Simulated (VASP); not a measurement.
Here is a VASP 6.6.1 calculation.

The input INCAR:

```
SYSTEM = AlN
ALGO     = Normal         ! electronic algorithm
EDIFF    = 1E-7           ! SCF threshold, eV
ENCUT    = 520            ! plane-wave cutoff, eV
GGA      = PS             ! functional
ISIF     = 2              ! what is computed and relaxed
ISMEAR   = 0              ! smearing method
LASPH    = .True.         ! aspherical terms in the spheres
LCHARG   = .False.        ! write CHGCAR
LREAL    = .False.        ! projectors in reciprocal space
LWAVE    = .False.        ! write WAVECAR
NBANDS   = 16             ! bands
NELM     = 60             ! most SCF steps
PREC     = Accurate       ! precision mode
SIGMA    = 0.05           ! smearing width, eV
```

KPOINTS

```
k-points
0
Gamma
  9 9 6
  0 0 0
```

POSCAR

```
AlN
1.0
    3.2421000000      0.0000000000      0.0000000000
   -1.6210500000      2.8077409616      0.0000000000
    0.0000000000      0.0000000000      4.0998000000
Al N
2 2
Direct
    0.3333333333      0.6666666667      0.7500000000
    0.6666666667      0.3333333333      0.2500000000
    0.3333333333      0.6666666667      0.2500000000
    0.6666666667      0.3333333333      0.7500000000
```

Potentials or basis: VASP PAW PBE potentials, release 64 (Al, N).

Command:

```console
$ cat potpaw_PBE.64/Al/POTCAR potpaw_PBE.64/N/POTCAR > POTCAR
$ mpirun -np 1 vasp_std > vasp.out
```

(1) What does it give for the pressure?

(2) What does it give for the band gap on the k mesh?

Answers

(1) 11.2 GPa.

(2) 3.66 eV, direct.

Caveat: the PAW data sets were made with another functional, which shifts forces and pressure a little.
